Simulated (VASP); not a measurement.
# AlRu (Cmmm) in VASP: a series of runs

Runs on AlRu. Level: PBE. Tasks: single point, relaxation of cell and atoms.

Program: VASP 6.6.1. These are calculated values, not measurements. Logs are shortened: lines on timing, memory, paths and dates and some standing lists are left out, and cuts for length are marked.

## 1. The cell of the first run

It takes space group Cmmm (No. 65, orthorhombic). Conventional cell: a = 4.859 Å, b = 9.175 Å, c = 2.823 Å, α = 90.00°, β = 90.00°, γ = 90.00°. Al (site symmetry m2m) has 5 Ru at 2.44 to 3.14 Å and 4 Al at 2.51 to 2.82 Å within 3.2 Å. Within 3.2 Å of Ru (site symmetry mmm) lie 4 Al at 2.44 Å and 6 Ru at 2.81 to 2.82 Å. Ru (site symmetry mmm) has 6 Al at 2.60 to 3.14 Å and 6 Ru at 2.81 to 2.82 Å within 3.4 Å.

The cell was built from a structure type or drawn by symmetry, and may not be a known phase.

## 2. Single point, PBE

The input, INCAR:

```
ALGO = Normal ; EDIFF = 1E-6
ENCUT = 520 ; GGA = PE
ISIF = 2 ; ISMEAR = 0
LASPH = T ; LCHARG = T
LELF = T ; LREAL = F
LVHAR = T ; LWAVE = F
NBANDS = 25 ; NELM = 100
PREC = Accurate ; SIGMA = 0.1
```

The input, KPOINTS:

```
k-points
0
Gamma
  4 4 6
```

The input, POSCAR:

```
AlRu
1.0
    2.4294022408     -4.5876308432      0.0000000000
    2.4294022408      4.5876308432      0.0000000000
    0.0000000000      0.0000000000      2.8229245858
Al Ru
2 2
Direct
    0.2836135353      0.7163864647      0.5000000000
    0.7163864647      0.2836135353      0.5000000000
    0.5000000000      0.5000000000      0.0000000000
    0.0000000000      0.0000000000      0.5000000000
```

Potentials or basis: VASP PAW PBE potentials, release 64 (Al, Ru_pv).

Started as:

```bash
$ cat potpaw_PBE.64/Al/POTCAR potpaw_PBE.64/Ru_pv/POTCAR > POTCAR
$ mpirun -np 1 vasp_std > vasp.out
```

OUTCAR:

```text
EDIFF = 1E-6
   ENCUT = 520
   GGA = PE
   ISIF = 2
   ISMEAR = 0
   LASPH = T
   LREAL = F
   NELM = 100
   PREC = Accurate

 ion  position               nearest neighbor table
   1  0.284  0.716  0.500-   3 2.44   3 2.44   2 2.51   2 2.51   4 2.60   4 3.14   4 3.14
   2  0.716  0.284  0.500-   3 2.44   3 2.44   1 2.51   1 2.51   4 2.60   4 3.14   4 3.14
   3  0.500  0.500  0.000-   1 2.44   2 2.44   1 2.44   2 2.44   4 2.81   4 2.81   4 2.81   4 2.81

   4  0.000  0.000  0.500-   1 2.60   2 2.60   3 2.81   3 2.81   3 2.81   3 2.81   2 3.14   1 3.14
                             2 3.14   1 3.14

  LATTYP: Found a base centered orthorhombic cell.
 ALAT       =     4.8588044816
 B/A-ratio  =     1.8883784522
 C/A-ratio  =     0.5809915992

  Lattice vectors:

 A1 = (   2.4294022408,  -4.5876308432,   0.0000000000)
 A2 = (   2.4294022408,   4.5876308432,   0.0000000000)
 A3 = (   0.0000000000,   0.0000000000,   2.8229245858)

Analysis of symmetry for initial positions (statically):
=====================================================================
 Subroutine PRICEL returns:
 Original cell was already a primitive cell.

 Routine SETGRP: Setting up the symmetry group for a
 base centered orthorhombic supercell.

 Subroutine GETGRP returns: Found  8 space group operations
 (whereof  8 operations were pure point group operations)
 out of a pool of  8 trial point group operations.

The static configuration has the point symmetry D_2h.

Analysis of symmetry for dynamics (positions and initial velocities):
=====================================================================
 Subroutine PRICEL returns:
 Original cell was already a primitive cell.

 Routine SETGRP: Setting up the symmetry group for a
 base centered orthorhombic supercell.

 Subroutine GETGRP returns: Found  8 space group operations
 (whereof  8 operations were pure point group operations)
 out of a pool of  8 trial point group operations.

The dynamic configuration has the point symmetry D_2h.

 Subroutine INISYM returns: Found  8 space group operations
 (whereof  8 operations are pure point group operations),
 and found     1 'primitive' translations

----------------------------------------------------------------------------------------

[... 94 lines left out ...]
   ENCUT  =  520.0 eV  38.22 Ry    6.18 a.u.   9.65  9.65  5.25*2*pi/ulx,y,z
   NELM   =    100;   NELMIN=  2; NELMDL= -5     # of ELM steps
   EDIFF  = 0.1E-05   stopping-criterion for ELM
   LREAL  =      F    real-space projection
   EDIFFG = 0.1E-04   stopping-criterion for IOM
   NSW    =      0    number of steps for IOM
   IBRION =     -1    ionic relax: 0-MD 1-quasi-New 2-CG
   NFREE  =      0    steps in history (QN), initial steepest desc. (CG)
   ISIF   =      2    stress and relaxation
   ISYM   =      2    0-nonsym 1-usesym 2-fastsym
   POTIM  = 0.5000    time-step for ionic-motion
   TEBEG  =    0.0;   TEEND  =   0.0 temperature during run
   PSTRESS=    0.0 pullay stress
   NELECT =      34.0000    total number of electrons
   NUPDOWN=      -1.0000    fix difference up-down
   EMIN   =  10.00;   EMAX   =-10.00  energy-range for DOS
   EFERMI =   0.00;   METHOD = LEGACY
   ISMEAR =     0;   SIGMA  =   0.10  broadening in eV -4-tet -1-fermi 0-gaus
   EFERMI_NEDOS =   21; number of points for ismear=-14 and -15
   IALGO  =     38    algorithm
   IMIX   =      4    mixing-type and parameters
     AMIX     =   0.40;   BMIX     =  1.00
     AMIX_MAG =   1.60;   BMIX_MAG =  1.00
  volume/ion in A,a.u.               =      15.73       106.16
  Fermi-wavevector in a.u.,A,eV,Ry     =   1.333405  2.519770 24.190736  1.777969
  Thomas-Fermi vector in A             =   2.462266
   LORBIT       =      0    0 simple, 1 ext, 2 COOP (PROOUT), +10 PAW based schemes
   GGA     = PE    functional components
   LHFCALC =     F    Hartree Fock is set to
   AEXX    =    0.0000 exact exchange contribution
   IVDW    =     0    specifies the selected vdW correction
   LEPSILON=     F    determine dielectric tensor
   LRPA    =     F    only Hartree local field effects (RPA)
 non-spin polarized calculation
 Gauss-broadening in eV      SIGMA  =   0.10
  energy-cutoff  :      520.00
  volume of cell :       62.92
 maximum number of plane-waves:      1710
 NGX is ok and might be reduce to    40
   NGX = 19   NGY = 19   NGZ = 11

 number of electron      33.9999997 magnetization

 Free energy of the ion-electron system (eV)
  ---------------------------------------------------
  ext. energy  EPLUGINS =         0.00000000
  ---------------------------------------------------
  free energy    TOTEN  =       -24.90596002 eV

  energy without entropy =      -24.88210630  energy(sigma->0) =      -24.89403316

 E-fermi :   8.9645     XC(G=0): -11.6992

 val. band max:        8.9607696620   @ k =  -0.2500   0.2500   0.5000
 cond. band min:       8.9692507385   @ k =   0.5000   0.0000   0.0000
 fundamental gap:      0.0084810765
 Fermi energy:         8.9644600589

 k-point     1 :       0.0000    0.0000    0.0000
  band No.  band energies     occupation
      1     -33.6233      2.00000
      2     -33.2916      2.00000
      3     -33.2634      2.00000
      4     -33.1226      2.00000
      5     -33.1178      2.00000
      6     -33.0704      2.00000
[... 661 lines left out ...]
     24      16.1226      0.00000
     25      16.3866      0.00000

 [... further k-points ...]

------------------------ aborting loop because EDIFF is reached ----------------------------------------

  FORCE on cell =-STRESS in cart. coord.  units (eV):
  Direction    XX          YY          ZZ          XY          YZ          ZX
  --------------------------------------------------------------------------------------
  -------------------------------------------------------------------------------------
  Total       -0.0362977      0.0173254     -0.0114540     -0.0000000      0.0000000      0.0000000
  in kB       -0.9242145      0.4411408     -0.2916424     -0.0000000      0.0000000      0.0000000
  external PRESSURE =      -0.2582387 kB  Pullay stress =       0.0000000 kB

 VOLUME and BASIS-vectors are now :
 -----------------------------------------------------------------------------
  energy-cutoff  :      520.00
  volume of cell :       62.92
      direct lattice vectors                 reciprocal lattice vectors
     2.429402241 -4.587630843  0.000000000     0.205811945 -0.108988717  0.000000000
     2.429402241  4.587630843  0.000000000     0.205811945  0.108988717  0.000000000
     0.000000000  0.000000000  2.822924586     0.000000000  0.000000000  0.354242549

 POSITION                                       TOTAL-FORCE (eV/Angst)
 -----------------------------------------------------------------------------------
      2.42940      1.98540      1.41146         0.000000      0.018942     -0.000000
      2.42940     -1.98540      1.41146         0.000000     -0.018942      0.000000
      2.42940      0.00000      0.00000         0.000000     -0.000000      0.000000
      0.00000      0.00000      1.41146         0.000000      0.000000      0.000000
 -----------------------------------------------------------------------------------
    total drift:                               -0.000000     -0.000000     -0.000000

  FREE ENERGIE OF THE ION-ELECTRON SYSTEM (eV)
  ---------------------------------------------------
  free  energy   TOTEN  =       -24.9059600195 eV

  energy  without entropy=      -24.8821062991  energy(sigma->0) =      -24.89403316
```

OSZICAR:

```text
N       E                     dE             d eps       ncg     rms          rms(c)
DAV:   1     0.279961079224E+03    0.27996E+03   -0.19199E+04  1440   0.132E+03
DAV:   2    -0.193606556823E+02   -0.29932E+03   -0.28841E+03  1494   0.373E+02
DAV:   3    -0.264469833150E+02   -0.70863E+01   -0.69215E+01  1690   0.595E+01
DAV:   4    -0.265306942398E+02   -0.83711E-01   -0.83582E-01  1645   0.599E+00
DAV:   5    -0.265324770192E+02   -0.17828E-02   -0.17826E-02  1806   0.851E-01    0.147E+01
DAV:   6    -0.283933603944E+02   -0.18609E+01   -0.22032E+01  1490   0.314E+01    0.161E+01
DAV:   7    -0.253562846960E+02    0.30371E+01   -0.96900E+00  1534   0.270E+01    0.503E+00
DAV:   8    -0.249642890723E+02    0.39200E+00   -0.13742E+00  1551   0.991E+00    0.266E+00
DAV:   9    -0.249153079631E+02    0.48981E-01   -0.13651E-01  1573   0.303E+00    0.104E+00
DAV:  10    -0.249066579669E+02    0.86500E-02   -0.31981E-02  1687   0.180E+00    0.421E-01
DAV:  11    -0.249059887701E+02    0.66920E-03   -0.24619E-03  1604   0.515E-01    0.143E-01
DAV:  12    -0.249059681034E+02    0.20667E-04   -0.33451E-04  1710   0.166E-01    0.311E-02
DAV:  13    -0.249059614923E+02    0.66111E-05   -0.31632E-05  1712   0.462E-02    0.146E-02
DAV:  14    -0.249059602702E+02    0.12221E-05   -0.37331E-06  1325   0.156E-02    0.292E-03
DAV:  15    -0.249059600195E+02    0.25072E-06   -0.17096E-07   754   0.334E-03
   1 F= -.24905960E+02 E0= -.24894033E+02  d E =-.238537E-01
```

Run time: 27 s. Hardware: 1 thread of Intel Xeon Platinum 8488C (Sapphire Rapids), shared host; peak memory 0.2 GiB.

Results:

```
Free energy            : -24.9060 eV
Pressure               : 0.0 GPa
Largest force          : 0.019 eV/Å
Band gap on the k mesh : zero (bands 17 and 18 overlap by 1.83 eV)
```

Forces on the atoms (eV/Å):
```
Al   0.000  0.019  0.000
Al   0.000 -0.019  0.000
Ru   0.000  0.000  0.000
Ru   0.000  0.000  0.000
```

Caveat: the k points lie up to 0.37 Å⁻¹ apart, too coarse for converged energies and pressures of a metal.

## 3. Single point, PBE

The input, INCAR:

```
SYSTEM = AlRu
ALGO = Normal
EDIFF = 1E-6
ENCUT = 520
GGA = PE
ISIF = 2
ISMEAR = 0
LASPH = .TRUE.
LCHARG = .FALSE.
LREAL = .FALSE.
LWAVE = .FALSE.
NBANDS = 25
NELM = 60
PREC = Accurate
SIGMA = 0.1
```

The input, KPOINTS:

```
k-points
0
G
  6 6 4
  0 0 0
```

The input, POSCAR:

```
AlRu
1.0
    2.4743771019     -4.5890484742      0.0000000000
    2.4743771019      4.5890484742      0.0000000000
    0.0000000000      0.0000000000      2.7710951338
Al Ru
2 2
Direct
    0.2815315471      0.7184684529      0.5000000000
    0.7184684529      0.2815315471      0.5000000000
    0.5000000000      0.5000000000      0.0000000000
    0.0000000000      0.0000000000      0.5000000000
```

Potentials or basis: VASP PAW PBE potentials, release 64 (Al, Ru_pv).

Started as:

```bash
$ cat potpaw_PBE.64/Al/POTCAR potpaw_PBE.64/Ru_pv/POTCAR > POTCAR
$ mpirun -np 1 vasp_std > vasp.out
```

OUTCAR:

```text
SYSTEM = AlRu
   EDIFF = 1E-6
   ENCUT = 520
   GGA = PE
   ISIF = 2
   ISMEAR = 0
   LASPH = .TRUE.
   LREAL = .FALSE.
   NELM = 60
   PREC = Accurate

 ion  position               nearest neighbor table
   1  0.282  0.718  0.500-   3 2.44   3 2.44   2 2.54   2 2.54   4 2.58   4 3.18   4 3.18
   2  0.718  0.282  0.500-   3 2.44   3 2.44   1 2.54   1 2.54   4 2.58   4 3.18   4 3.18
   3  0.500  0.500  0.000-   1 2.44   2 2.44   1 2.44   2 2.44   4 2.84   4 2.84   4 2.84   4 2.84

   4  0.000  0.000  0.500-   1 2.58   2 2.58   3 2.84   3 2.84   3 2.84   3 2.84   2 3.18   1 3.18
                             2 3.18   1 3.18

  LATTYP: Found a base centered orthorhombic cell.
 ALAT       =     4.9487542038
 B/A-ratio  =     1.8546277650
 C/A-ratio  =     0.5599581268

  Lattice vectors:

 A1 = (   2.4743771019,  -4.5890484742,   0.0000000000)
 A2 = (   2.4743771019,   4.5890484742,   0.0000000000)
 A3 = (   0.0000000000,   0.0000000000,   2.7710951338)

Analysis of symmetry for initial positions (statically):
=====================================================================
 Subroutine PRICEL returns:
 Original cell was already a primitive cell.

[... 174 lines left out ...]

 val. band max:        8.9631715662   @ k =   0.5000   0.5000   0.2500
 cond. band min:       8.9788204815   @ k =   0.3333   0.1667   0.0000
 fundamental gap:      0.0156489153
 Fermi energy:         8.9703737455

 k-point     1 :       0.0000    0.0000    0.0000
  band No.  band energies     occupation
      1     -33.5577      2.00000
      2     -33.3401      2.00000
      3     -33.1950      2.00000
      4     -33.0482      2.00000
      5     -33.0418      2.00000
      6     -33.0138      2.00000
[... 661 lines left out ...]
     24      16.2850      0.00000
     25      17.3144      0.00000

 [... further k-points ...]

------------------------ aborting loop because EDIFF is reached ----------------------------------------

  FORCE on cell =-STRESS in cart. coord.  units (eV):
  Direction    XX          YY          ZZ          XY          YZ          ZX
  --------------------------------------------------------------------------------------
  -------------------------------------------------------------------------------------
  Total        0.0180228     -0.0256470     -0.0906840     -0.0000000      0.0000000      0.0000000
  in kB        0.4588412     -0.6529471     -2.3087200     -0.0000000      0.0000000      0.0000000
  external PRESSURE =      -0.8342753 kB  Pullay stress =       0.0000000 kB

 VOLUME and BASIS-vectors are now :
 -----------------------------------------------------------------------------
  energy-cutoff  :      520.00
  volume of cell :       62.93
      direct lattice vectors                 reciprocal lattice vectors
     2.474377102 -4.589048474  0.000000000     0.202071058 -0.108955049  0.000000000
     2.474377102  4.589048474  0.000000000     0.202071058  0.108955049  0.000000000
     0.000000000  0.000000000  2.771095134     0.000000000  0.000000000  0.360868159

 POSITION                                       TOTAL-FORCE (eV/Angst)
 -----------------------------------------------------------------------------------
      2.47438      2.00512      1.38555        -0.000000      0.006255      0.000000
      2.47438     -2.00512      1.38555        -0.000000     -0.006255      0.000000
      2.47438      0.00000      0.00000        -0.000000      0.000000      0.000000
      0.00000      0.00000      1.38555         0.000000     -0.000000      0.000000
 -----------------------------------------------------------------------------------
    total drift:                               -0.000000     -0.000000     -0.000000

  FREE ENERGIE OF THE ION-ELECTRON SYSTEM (eV)
  ---------------------------------------------------
  free  energy   TOTEN  =       -24.9270261863 eV

  energy  without entropy=      -24.9004318675  energy(sigma->0) =      -24.91372903
```

stdout:

```text
POSCAR found type information on POSCAR AlRu
 POSCAR found :  2 types and       4 ions
 scaLAPACK will be used
 LDA part: xc-table for (Slater+PW92), standard interpolation
 POSCAR, INCAR and KPOINTS ok, starting setup
 FFT: planning ... GRIDC
 FFT: planning ... GRID_SOFT
 FFT: planning ... GRID
 WAVECAR not read
 entering main loop
```

It took 34 s on 1 thread of Intel Xeon Platinum 8488C (Sapphire Rapids), shared host; peak memory 0.21 GiB.

Results:

```
Free energy            : -24.9270 eV
Pressure               : -0.1 GPa
Largest force          : 0.006 eV/Å
Band gap on the k mesh : zero (bands 17 and 18 overlap by 1.98 eV)
```

Forces on the atoms (eV/Å):
```
Al   0.000  0.006  0.000
Al   0.000 -0.006  0.000
Ru   0.000  0.000  0.000
Ru   0.000  0.000  0.000
```

Levels at points of the mesh, in eV from the Fermi level:
| k point | band 15 | band 16 | band 17 | band 18 | band 19 | band 20 |
| --- | --- | --- | --- | --- | --- | --- |
| (0.00, 0.00, 0.00) | -1.26 | -0.63 | 0.25 | 0.31 | 0.77 | 1.02 |
| (0.50, 0.00, 0.00) | -0.54 | -0.13 | -0.11 | 0.01 | 0.03 | 0.12 |
| (0.50, 0.50, 0.00) | -1.27 | -0.70 | 0.26 | 0.29 | 1.69 | 3.04 |
| (0.00, 0.00, 0.50) | -1.54 | -1.49 | 1.43 | 1.49 | 1.73 | 2.54 |
| (0.50, 0.00, 0.50) | -0.68 | -0.35 | 0.93 | 1.73 | 1.78 | 2.04 |
| (0.50, 0.50, 0.50) | -1.33 | -1.16 | -1.05 | -0.55 | 1.34 | 2.19 |

Caveat: the k points lie up to 0.57 Å⁻¹ apart, too coarse for converged energies and pressures of a metal.

## 4. Single point, PBE

This run uses another cell than the first one, of 15.82 Å³/atom.

The input, INCAR:

```
  ALGO = Normal
  EDIFF = 1E-6
  ENCUT = 520
  GGA = PE
  ISIF = 2
  ISMEAR = 0
  LASPH = T
  LCHARG = F
  LREAL = F
  LWAVE = F
  NBANDS = 25
  NELM = 100
  PREC = Accurate
  SIGMA = 0.1
```

The input, KPOINTS:

```
k-points
0
Gamma
  6 6 4
```

The input, POSCAR:

```
AlRu
1.0
    2.0100789300     -3.5609359200      0.0000000000
    2.0100789300      3.5609359200      0.0000000000
    0.0000000000      0.0000000000      4.4200941200
Al Ru
2 2
Direct
    0.3545928300      0.6454071700      0.5000000000
    0.6454071700      0.3545928300      0.5000000000
    0.5000000000      0.5000000000      0.0000000000
    0.0000000000      0.0000000000      0.5000000000
```

Started as:

```bash
$ cat potpaw_PBE.64/Al/POTCAR potpaw_PBE.64/Ru_pv/POTCAR > POTCAR
$ mpirun -np 1 vasp_std > vasp.out
```

Wall time 40 s (1 thread of Intel Xeon Platinum 8488C (Sapphire Rapids), shared host); peak memory 0.2 GiB.

Results (log left out):

- Free energy: -21.3132 eV
- Pressure: 30.4 GPa
- Largest force: 7.175 eV/Å
- Band gap on the k mesh: zero (bands 17 and 18 overlap by 0.78 eV)

Forces in eV/Å, atoms in the order of the input:
```
Al   0.000  7.175  0.000
Al   0.000 -7.175  0.000
Ru   0.000  0.000  0.000
Ru   0.000  0.000  0.000
```

Stress tensor (GPa, compression positive):
```
41.42  0.00  0.00
 0.00 46.11  0.00
 0.00  0.00  3.69
```

Levels at points of the mesh, in eV from the Fermi level:
```csv
k point,band 15,band 16,band 17,band 18,band 19,band 20
"(0.00, 0.00, 0.00)",-0.42,-0.37,-0.23,1.49,2.79,3.30
"(0.50, 0.00, 0.00)",-1.42,-1.23,-0.24,-0.01,1.42,4.20
"(0.50, 0.50, 0.00)",-0.20,-0.08,0.06,0.16,1.32,1.48
"(0.00, 0.00, 0.50)",-1.00,-0.85,-0.85,-0.55,4.75,5.52
"(0.50, 0.00, 0.50)",-0.78,-0.64,-0.30,-0.27,0.31,2.59
"(0.50, 0.50, 0.50)",-1.41,-0.30,-0.19,-0.09,0.55,1.98
```

Caveat: the cell stands under pressure; forces of over 1 eV/Å act on the atoms, so gaps and moduli don't describe the material at rest.

(Continued in part 2 of 2.)
